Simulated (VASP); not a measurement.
# Zr (Im-3m) in VASP: a series of runs

Zr is run at these levels: LDA, PBE; tasks: single point.

Program: VASP 6.6.1. These are calculated values, not measurements. Logs are shortened: lines on timing, memory, paths and dates and some standing lists are left out, and cuts for length are marked.

**1. The cell of the first run**

It takes space group Im-3m (No. 229, cubic). The conventional cell has a = 3.691 Å, b = 3.691 Å, c = 3.691 Å, α = 90.00°, β = 90.00°, γ = 90.00°. Within 4.2 Å of Zr (site symmetry m-3m) lie 14 Zr at 3.20 to 3.69 Å.

**2. Single point, LDA**

The input, INCAR:

```
SYSTEM = Zr
PREC = Accurate ; ENCUT = 500
EDIFF = 1E-6 ; ISMEAR = -1
SIGMA = 0.05 ; LREAL = .False.
LASPH = .True. ; NELM = 120
ALGO = Normal ; ISIF = 2
LWAVE = .False. ; LCHARG = .False.
NBANDS = 12 ; GGA_COMPAT = .False.
```

The input, KPOINTS:

```
regular mesh
0
Gamma
  10 10 10
  0 0 0
```

The input, POSCAR:

```
Zr
1.0
   -1.8454992086      1.8454992086      1.8454992086
    1.8454992086     -1.8454992086      1.8454992086
    1.8454992086      1.8454992086     -1.8454992086
Zr
1
Direct
    0.0000000000      0.0000000000      0.0000000000
```

Potentials or basis: VASP PAW LDA potentials, release 64 (Zr_sv).

The run is started by

```sh
cat potpaw_LDA.64/Zr_sv/POTCAR > POTCAR
mpirun -np 1 vasp_std > vasp.out
```

OUTCAR:

```text
SYSTEM = Zr
   PREC = Accurate
   ENCUT = 500
   EDIFF = 1E-6
   ISMEAR = -1
   LREAL = .False.
   LASPH = .True.
   NELM = 120
   ISIF = 2

 ion  position               nearest neighbor table
   1  0.000  0.000  0.000-

  LATTYP: Found a body centered cubic cell.
 ALAT       =     3.6909984172

  Lattice vectors:

 A1 = (  -1.8454992086,   1.8454992086,   1.8454992086)
 A2 = (   1.8454992086,  -1.8454992086,   1.8454992086)
 A3 = (   1.8454992086,   1.8454992086,  -1.8454992086)

Analysis of symmetry for initial positions (statically):
=====================================================================
 Subroutine PRICEL returns:
 Original cell was already a primitive cell.

 Routine SETGRP: Setting up the symmetry group for a
 body centered cubic supercell.

 Subroutine GETGRP returns: Found 48 space group operations
 (whereof 48 operations were pure point group operations)
 out of a pool of 48 trial point group operations.

The static configuration has the point symmetry O_h .

Analysis of symmetry for dynamics (positions and initial velocities):
=====================================================================
 Subroutine PRICEL returns:
 Original cell was already a primitive cell.

 Routine SETGRP: Setting up the symmetry group for a
 body centered cubic supercell.

 Subroutine GETGRP returns: Found 48 space group operations
 (whereof 48 operations were pure point group operations)
 out of a pool of 48 trial point group operations.

The dynamic configuration has the point symmetry O_h .

 Subroutine INISYM returns: Found 48 space group operations
 (whereof 48 operations are pure point group operations),
 and found     1 'primitive' translations

----------------------------------------------------------------------------------------

                                     Primitive cell

  volume of cell :      25.1421

  direct lattice vectors                    reciprocal lattice vectors
    -1.845499209  1.845499209  1.845499209     0.000000000  0.270929404  0.270929404
     1.845499209 -1.845499209  1.845499209     0.270929404  0.000000000  0.270929404
     1.845499209  1.845499209 -1.845499209     0.270929404  0.270929404  0.000000000

  length of vectors
     3.196498395  3.196498395  3.196498395     0.383152037  0.383152037  0.383152037

  position of ions in fractional coordinates (direct lattice)
     0.000000000  0.000000000  0.000000000

  ion indices of the primitive-cell ions
   primitive index   ion index
                 1           1

----------------------------------------------------------------------------------------

 KPOINTS: regular mesh

Automatic generation of k-mesh.
 Grid dimensions read from file:
 generate k-points for:   10   10   10

 Generating k-lattice:

  Cartesian coordinates                     Fractional coordinates (reciprocal lattice)
     0.000000000  0.027092940  0.027092940     0.100000000  0.000000000  0.000000000
     0.027092940  0.000000000  0.027092940     0.000000000  0.100000000  0.000000000
     0.027092940  0.027092940  0.000000000     0.000000000  0.000000000  0.100000000

  Length of vectors
     0.038315204  0.038315204  0.038315204

  Shift w.r.t. Gamma in fractional coordinates (k-lattice)
     0.000000000  0.000000000  0.000000000

 Subroutine IBZKPT returns following result:
 ===========================================

 Found     47 irreducible k-points:

 Following reciprocal coordinates:
            Coordinates               Weight
  0.000000  0.000000  0.000000      1.000000
  0.100000  0.000000  0.000000     12.000000
  0.200000  0.000000  0.000000     12.000000
  0.300000  0.000000  0.000000     12.000000
  0.400000  0.000000  0.000000     12.000000
  0.500000  0.000000  0.000000      6.000000
[... 16 lines left out ...]
  0.300000  0.300000  0.100000      8.000000
 -0.300000  0.300000  0.100000     24.000000
 [... further k-points ...]
   k-points           NKPTS =     47   k-points in BZ     NKDIM =     47   number of bands    NBANDS=     12
   number of dos      NEDOS =    301   number of ions     NIONS =      1
   total plane-waves  NPLWV =  13824
   dimension x,y,z NGX =    24 NGY =   24 NGZ =   24
   dimension x,y,z NGXF=    48 NGYF=   48 NGZF=   48
   ions per type =               1
   NGX,Y,Z   is equivalent  to a cutoff of  12.48, 12.48, 12.48 a.u.
   NGXF,Y,Z  is equivalent  to a cutoff of  24.96, 24.96, 24.96 a.u.
 SYSTEM =  Zr
   PREC   = accura    normal or accurate (medium, high low for compatibility)
   ISTART =      0    job   : 0-new  1-cont  2-samecut
   ICHARG =      2    charge: 1-file 2-atom 10-const
   ISPIN  =      1    spin polarized calculation?
   LNONCOLLINEAR =      F non collinear calculations
   LSORBIT =      F    spin-orbit coupling
   LASPH  =      T    aspherical Exc in radial PAW
   ENCUT  =  500.0 eV  36.75 Ry    6.06 a.u.   5.83  5.83  5.83*2*pi/ulx,y,z
   NELM   =    120;   NELMIN=  2; NELMDL= -5     # of ELM steps
   EDIFF  = 0.1E-05   stopping-criterion for ELM
   LREAL  =      F    real-space projection
   EDIFFG = 0.1E-04   stopping-criterion for IOM
   NSW    =      0    number of steps for IOM
   IBRION =     -1    ionic relax: 0-MD 1-quasi-New 2-CG
   NFREE  =      0    steps in history (QN), initial steepest desc. (CG)
   ISIF   =      2    stress and relaxation
   ISYM   =      2    0-nonsym 1-usesym 2-fastsym
   POTIM  = 0.5000    time-step for ionic-motion
   TEBEG  =    0.0;   TEEND  =   0.0 temperature during run
   PSTRESS=    0.0 pullay stress
   NELECT =      12.0000    total number of electrons
   NUPDOWN=      -1.0000    fix difference up-down
   EMIN   =  10.00;   EMAX   =-10.00  energy-range for DOS
   EFERMI =   0.00;   METHOD = LEGACY
   ISMEAR =    -1;   SIGMA  =   0.05  broadening in eV -4-tet -1-fermi 0-gaus
   EFERMI_NEDOS =   21; number of points for ismear=-14 and -15
   IALGO  =     38    algorithm
   IMIX   =      4    mixing-type and parameters
     AMIX     =   0.40;   BMIX     =  1.00
     AMIX_MAG =   1.60;   BMIX_MAG =  1.00
  volume/ion in A,a.u.               =      25.14       169.67
  Fermi-wavevector in a.u.,A,eV,Ry     =   1.279385  2.417688 22.270383  1.636827
  Thomas-Fermi vector in A             =   2.411874
   LORBIT       =      0    0 simple, 1 ext, 2 COOP (PROOUT), +10 PAW based schemes
   GGA     = CA    functional components
   LHFCALC =     F    Hartree Fock is set to
   AEXX    =    0.0000 exact exchange contribution
   IVDW    =     0    specifies the selected vdW correction
   LEPSILON=     F    determine dielectric tensor
   LRPA    =     F    only Hartree local field effects (RPA)
 non-spin polarized calculation
  energy-cutoff  :      500.00
  volume of cell :       25.14
 maximum number of plane-waves:       682
   NGX = 11   NGY = 11   NGZ = 11

 number of electron      12.0000000 magnetization

 Free energy of the ion-electron system (eV)
  ---------------------------------------------------
  ext. energy  EPLUGINS =         0.00000000
  ---------------------------------------------------
  free energy    TOTEN  =        -9.07394114 eV

  energy without entropy =       -9.05719740  energy(sigma->0) =       -9.06556927

 E-fermi :   7.7239     XC(G=0): -10.9447

 val. band max:        7.6999633143   @ k =   0.2000   0.2000   0.0000
 cond. band min:       7.7337056286   @ k =   0.3000   0.2000   0.1000
 fundamental gap:      0.0337423144
 Fermi energy:         7.7239367487

 k-point     1 :       0.0000    0.0000    0.0000
  band No.  band energies     occupation
      1     -40.6884      2.00000
      2     -18.4330      2.00000
      3     -18.4330      2.00000
      4     -18.4330      2.00000
      5       2.4818      2.00000
      6       8.7245      0.00000
      7       8.7245      0.00000
      8       8.7245      0.00000
      9      11.0077      0.00000
     10      11.0077      0.00000
     11      19.8670      0.00000
     12      19.8670      0.00000

 k-point     2 :       0.1000    0.0000    0.0000
  band No.  band energies     occupation
      1     -40.6778      2.00000
      2     -18.5103      2.00000
      3     -18.4572      2.00000
      4     -18.4334      2.00000
      5       2.7916      2.00000
      6       8.5304      0.00000
      7       8.6507      0.00000
      8       9.0229      0.00000
      9      10.7450      0.00000
     10      11.0108      0.00000
     11      20.1018      0.00000
     12      20.4216      0.00000

 k-point     3 :       0.2000    0.0000    0.0000
  band No.  band energies     occupation
      1     -40.6499      2.00000
      2     -18.7083      2.00000
      3     -18.5199      2.00000
      4     -18.4344      2.00000
      5       3.6194      2.00000
      6       8.0746      0.00180
      7       8.3106      0.00002
      8       9.8856      0.00000
      9      10.5308      0.00000
     10      11.0617      0.00000
     11      20.1895      0.00000
     12      21.1482      0.00000
[... 286 lines left out ...]
 k-point    23 :       0.3000    0.3000    0.1000
  band No.  band energies     occupation
      1     -40.5674      2.00000
      2     -18.9197      2.00000
      3     -18.9197      2.00000
      4     -18.5969      2.00000
      5       6.5735      2.00000
      6       7.3761      1.99810
      7       7.3761      1.99810
      8      11.5264      0.00000
      9      11.5264      0.00000
     10      14.7906      0.00000
     11      16.7179      0.00000
     12      16.7179      0.00000

 k-point    24 :      -0.3000    0.3000    0.1000
  band No.  band energies     occupation
      1     -40.6064      2.00000
      2     -18.9339      2.00000
      3     -18.6230      2.00000
      4     -18.4929      2.00000
      5       4.8487      2.00000
      6       7.8736      0.09548
      7       7.8873      0.07335
      8      10.0050      0.00000
      9      11.0987      0.00000
     10      11.6475      0.00000
     11      18.9968      0.00000
     12      20.4693      0.00000

 [... further k-points ...]
[... 5 lines left out ...]
  --------------------------------------------------------------------------------------
  -------------------------------------------------------------------------------------
  Total       -2.0488335     -2.0488335     -2.0488335      0.0000000      0.0000000      0.0000000
  in kB     -130.5616590   -130.5616590   -130.5616590      0.0000000      0.0000000      0.0000000
  external PRESSURE =    -130.5616590 kB  Pullay stress =       0.0000000 kB

 VOLUME and BASIS-vectors are now :
 -----------------------------------------------------------------------------
  energy-cutoff  :      500.00
  volume of cell :       25.14
      direct lattice vectors                 reciprocal lattice vectors
    -1.845499209  1.845499209  1.845499209     0.000000000  0.270929404  0.270929404
     1.845499209 -1.845499209  1.845499209     0.270929404  0.000000000  0.270929404
     1.845499209  1.845499209 -1.845499209     0.270929404  0.270929404  0.000000000

 POSITION                                       TOTAL-FORCE (eV/Angst)
 -----------------------------------------------------------------------------------
      0.00000      0.00000      0.00000         0.000000     -0.000000     -0.000000
 -----------------------------------------------------------------------------------
    total drift:                                0.000000      0.000000      0.000000

  FREE ENERGIE OF THE ION-ELECTRON SYSTEM (eV)
  ---------------------------------------------------
  free  energy   TOTEN  =        -9.0739411422 eV

  energy  without entropy=       -9.0571974007  energy(sigma->0) =       -9.06556927
```

Wall time 8.9 s (1 thread of Intel Xeon 6455B, shared host); peak memory 0.13 GiB.

What came out:

* Free energy: -9.0739 eV
* Pressure: -13.1 GPa
* Band gap on the k mesh: zero (band 6 reaches 8.72 eV, above the bottom of band 7 at 7.03 eV)

**3. Single point, PBE**

This run uses another cell than the first one, of 23.72 Å³/atom, 0.943 times its volume.

The input, INCAR:

```
SYSTEM = Zr
PREC = Accurate
ENCUT = 500
EDIFF = 1E-6
ISMEAR = -1
SIGMA = 0.02
LREAL = .FALSE.
LASPH = .TRUE.
NELM = 120
ALGO = Normal
ISIF = 2
LWAVE = .FALSE.
LCHARG = .FALSE.
GGA = PE
NBANDS = 12
GGA_COMPAT = .FALSE.
```

The input, KPOINTS:

```
Automatic mesh
0
G
  4 4 4
  0 0 0
```

The input, POSCAR:

```
Zr
1.0
   -1.8100000000      1.8100000000      1.8100000000
    1.8100000000     -1.8100000000      1.8100000000
    1.8100000000      1.8100000000     -1.8100000000
Zr
1
Direct
    0.0000000000      0.0000000000      0.0000000000
```

Potentials or basis: VASP PAW PBE potentials, release 64 (Zr_sv).

The run is started by

```sh
cat potpaw_PBE.64/Zr_sv/POTCAR > POTCAR
mpirun -np 1 vasp_std > vasp.out
```

Wall time 4.5 s (1 thread of Intel Xeon 8259CL, shared host); peak memory 0.13 GiB.

The run converged. Its results:

```yaml
Free_energy: -8.4300 eV
Pressure: -1.7 GPa
Band_gap_on_the_k_mesh: zero (band 6 reaches 9.57 eV, above the bottom of band 7 at 7.95 eV)
```

Levels at points of the mesh, in eV from the Fermi level:
```csv
k point,band 3,band 4,band 5,band 6,band 7,band 8,band 9,band 10
"(0.00, 0.00, 0.00)",-26.16,-26.16,-5.33,1.07,1.07,1.07,3.48,3.48
"(0.50, 0.00, 0.00)",-26.45,-26.17,-2.74,-0.66,1.52,3.46,4.11,6.09
"(0.50, 0.50, 0.50)",-26.78,-26.78,-2.47,-2.47,5.45,5.45,5.45,7.26
```

Caveat: the k points lie up to 0.61 Å⁻¹ apart.
